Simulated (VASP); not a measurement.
# Mg in VASP: settings compared, part 2 of 2

VASP 6.6.1. The steps go on from the part before.

## Step 4: Single point, PBE

This run uses another cell than the first one, of 22.29 Å³/atom.

POSCAR

```
Mg
1.0
   -1.7727644967      1.7727644967      1.7727644967
    1.7727644967     -1.7727644967      1.7727644967
    1.7727644967      1.7727644967     -1.7727644967
Mg
1
Direct
    0.0000000000      0.0000000000      0.0000000000
```

INCAR.step1

```
GGA      = PE             # functional
ISMEAR   = 1              # smearing method
SIGMA    = 0.1            # smearing width, eV
LWAVE    = False          # write WAVECAR
LCHARG   = True           # write CHGCAR
NBANDS   = 15             # bands
PREC     = Accurate       # precision mode
LASPH    = True           # aspherical terms in the spheres
LREAL    = False          # projectors in reciprocal space
ALGO     = Normal         # electronic algorithm
EDIFF    = 1E-6           # SCF threshold, eV
NELM     = 120            # most SCF steps
GGA_COMPAT= False        
ENCUT    = 450            # plane-wave cutoff, eV
```

KPOINTS.step1

```
k-points
0
Gamma
  12 12 12
```

INCAR.step2

```
GGA      = PE             # functional
ISMEAR   = -5             # smearing method
LWAVE    = False          # write WAVECAR
LCHARG   = False          # write CHGCAR
NBANDS   = 15             # bands
PREC     = Accurate       # precision mode
LASPH    = True           # aspherical terms in the spheres
LREAL    = False          # projectors in reciprocal space
ALGO     = Normal         # electronic algorithm
EDIFF    = 1E-6           # SCF threshold, eV
NELM     = 120            # most SCF steps
GGA_COMPAT= False        
ENCUT    = 450            # plane-wave cutoff, eV
NEDOS    = 4001           # points of the DOS
LORBIT   = 11             # projections on sites
EMIN     = -14.2489     
EMAX     = 10.7511      
ICHARG   = 11             # starting density
```

KPOINTS.step2

```
Automatic mesh
0
Gamma
  32 32 32
  0 0 0
```

Potentials or basis: VASP PAW PBE potentials, release 64 (Mg).

On the command line:

```sh
cat potpaw_PBE.64/Mg/POTCAR > POTCAR
cp INCAR.step1 INCAR
cp KPOINTS.step1 KPOINTS
mpirun -np 1 vasp_std > vasp.out
cp INCAR.step2 INCAR
cp KPOINTS.step2 KPOINTS
mpirun -np 1 vasp_std > vasp.out
```

OUTCAR:

```text
GGA = PE
   ISMEAR = -5
   PREC = Accurate
   LASPH = True
   LREAL = False
   EDIFF = 1E-6
   NELM = 120
   ENCUT = 450
   LORBIT = 11
   EMIN = -14.2489
   ICHARG = 11

 ion  position               nearest neighbor table
   1  0.000  0.000  0.000-

  LATTYP: Found a body centered cubic cell.
 ALAT       =     3.5455289934

  Lattice vectors:

 A1 = (  -1.7727644967,   1.7727644967,   1.7727644967)
 A2 = (   1.7727644967,  -1.7727644967,   1.7727644967)
 A3 = (   1.7727644967,   1.7727644967,  -1.7727644967)

[... 577 lines left out ...]
  FORCE on cell =-STRESS in cart. coord.  units (eV):
  Direction    XX          YY          ZZ          XY          YZ          ZX
  --------------------------------------------------------------------------------------
  -------------------------------------------------------------------------------------
  Total        0.1222779      0.1222779      0.1222779     -0.0000000      0.0000000     -0.0000000
  in kB        8.7911439      8.7911439      8.7911439     -0.0000000      0.0000000     -0.0000000
  external PRESSURE =       8.7911439 kB  Pullay stress =       0.0000000 kB

 VOLUME and BASIS-vectors are now :
 -----------------------------------------------------------------------------
  energy-cutoff  :      450.00
  volume of cell :       22.29
      direct lattice vectors                 reciprocal lattice vectors
    -1.772764497  1.772764497  1.772764497     0.000000000  0.282045360  0.282045360
     1.772764497 -1.772764497  1.772764497     0.282045360  0.000000000  0.282045360
     1.772764497  1.772764497 -1.772764497     0.282045360  0.282045360  0.000000000

 POSITION                                       TOTAL-FORCE (eV/Angst)
 -----------------------------------------------------------------------------------
      0.00000      0.00000      0.00000         0.000000     -0.000000      0.000000
 -----------------------------------------------------------------------------------
    total drift:                                0.000000     -0.000000      0.000000

  FREE ENERGIE OF THE ION-ELECTRON SYSTEM (eV)
  ---------------------------------------------------
  free  energy   TOTEN  =        -1.4761453254 eV

  energy  without entropy=       -1.4761453254  energy(sigma->0) =       -1.47614533

 total charge

# of ion       s       p       d       tot
------------------------------------------
    1        0.211   0.129   0.013   0.353
```

OUTCAR.step1:

```text
GGA = PE
   ISMEAR = 1
   PREC = Accurate
   LASPH = True
   LREAL = False
   EDIFF = 1E-6
   NELM = 120
[... 608 lines left out ...]
 -----------------------------------------------------------------------------------
      0.00000      0.00000      0.00000         0.000000      0.000000     -0.000000
 -----------------------------------------------------------------------------------
    total drift:                                0.000000     -0.000000     -0.000000

  FREE ENERGIE OF THE ION-ELECTRON SYSTEM (eV)
  ---------------------------------------------------
  free  energy   TOTEN  =        -1.4719320812 eV

  energy  without entropy=       -1.4719769286  energy(sigma->0) =       -1.47194703
```

OSZICAR.step1:

```text
N       E                     dE             d eps       ncg     rms          rms(c)
DAV:   1     0.637915607669E+00    0.63792E+00   -0.70925E+02  2304   0.797E+01
DAV:   2    -0.145620422523E+01   -0.20941E+01   -0.20208E+01  2896   0.163E+01
DAV:   3    -0.148054865022E+01   -0.24344E-01   -0.24339E-01  2727   0.119E+00
DAV:   4    -0.148057800549E+01   -0.29355E-04   -0.29355E-04  2699   0.445E-02
DAV:   5    -0.148057810097E+01   -0.95488E-07   -0.95386E-07  2790   0.241E-03    0.685E-01
DAV:   6    -0.147644935909E+01    0.41287E-02   -0.23530E-04  2552   0.543E-02    0.438E-01
DAV:   7    -0.147192429278E+01    0.45251E-02   -0.92817E-04  2496   0.960E-02    0.245E-02
DAV:   8    -0.147193244898E+01   -0.81562E-05   -0.13220E-05  2762   0.981E-03    0.589E-03
DAV:   9    -0.147193208120E+01    0.36778E-06   -0.47624E-07  2678   0.162E-03
   1 F= -.14719321E+01 E0= -.14719470E+01  d E =0.448474E-04
```

Wall time 2.3 min (1 thread of Intel Xeon Platinum 8259CL at 2.50GHz (Skylake/Cascade Lake), shared host); peak memory 0.39 GiB.

Results:

```yaml
Valence_electrons_inside_the_program's_atomic_spheres: Mg 0.35
Density_of_states_at_the_Fermi_level: 0.41 states/eV/atom
```

Levels at points of the mesh, in eV from the Fermi level:
| k point | band 1 | band 2 | band 3 | band 4 | band 5 | band 6 |
| --- | --- | --- | --- | --- | --- | --- |
| (0.00, 0.00, 0.00) | -7.11 | 13.19 | 13.19 | 13.19 | 15.23 | 15.23 |
| (0.50, 0.00, 0.00) | -1.56 | -0.94 | 8.70 | 9.53 | 10.36 | 11.71 |

Caveat: tetrahedron occupations give inexact forces and stress in metals.

## Step 5: Band structure, LDA

This run uses another cell than the first one, of 22.29 Å³/atom.

INCAR

```
GGA = CA ; ISMEAR = 0
SIGMA = 0.04 ; LWAVE = F
LCHARG = F ; NBANDS = 25
PREC = Accurate ; LASPH = T
LREAL = F ; ALGO = Normal
EDIFF = 1E-7 ; NELM = 120
GGA_COMPAT = F ; ENCUT = 500
```

KPOINTS

```
Automatic mesh
0
Gamma
  24 24 24
  0 0 0
```

KPOINTS_OPT

```
path GHNGPH,PN
12
line-mode
reciprocal
 0.0000000000  0.0000000000  0.0000000000  G
 0.5000000000 -0.5000000000  0.5000000000  H

 0.5000000000 -0.5000000000  0.5000000000  H
 0.0000000000  0.0000000000  0.5000000000  N

 0.0000000000  0.0000000000  0.5000000000  N
 0.0000000000  0.0000000000  0.0000000000  G

 0.0000000000  0.0000000000  0.0000000000  G
 0.2500000000  0.2500000000  0.2500000000  P

 0.2500000000  0.2500000000  0.2500000000  P
 0.5000000000 -0.5000000000  0.5000000000  H

 0.2500000000  0.2500000000  0.2500000000  P
 0.0000000000  0.0000000000  0.5000000000  N
```

POSCAR is that of step 4.

Potentials or basis: VASP PAW LDA potentials, release 64 (Mg).

On the command line:

```sh
cat potpaw_LDA.64/Mg/POTCAR > POTCAR
mpirun -np 1 vasp_std > vasp.out
```

Wall time 2.7 min (1 thread of AMD EPYC 7R43 (Zen 3), shared host); peak memory 0.31 GiB.

The run converged. Its results:

- Free energy: -1.7776 eV
- Pressure: -1.5 GPa
- Band gap along the path: zero within the smearing

Levels at the corners of the path, in eV from the Fermi level:
```
point  band 1  band 2  band 3  band 4
    Γ   -7.06   13.12   13.12   13.12
    H    3.90    3.90    3.90    4.08
    H    3.90    3.90    3.90    4.08
    N   -1.50   -0.94    8.73    9.41
    N   -1.50   -0.94    8.73    9.41
    Γ   -7.06   13.12   13.12   13.12
    Γ   -7.06   13.12   13.12   13.12
    P    1.22    1.22    1.22    3.04
    P    1.22    1.22    1.22    3.04
    H    3.90    3.90    3.90    4.08
    P    1.22    1.22    1.22    3.04
    N   -1.50   -0.94    8.73    9.41
```
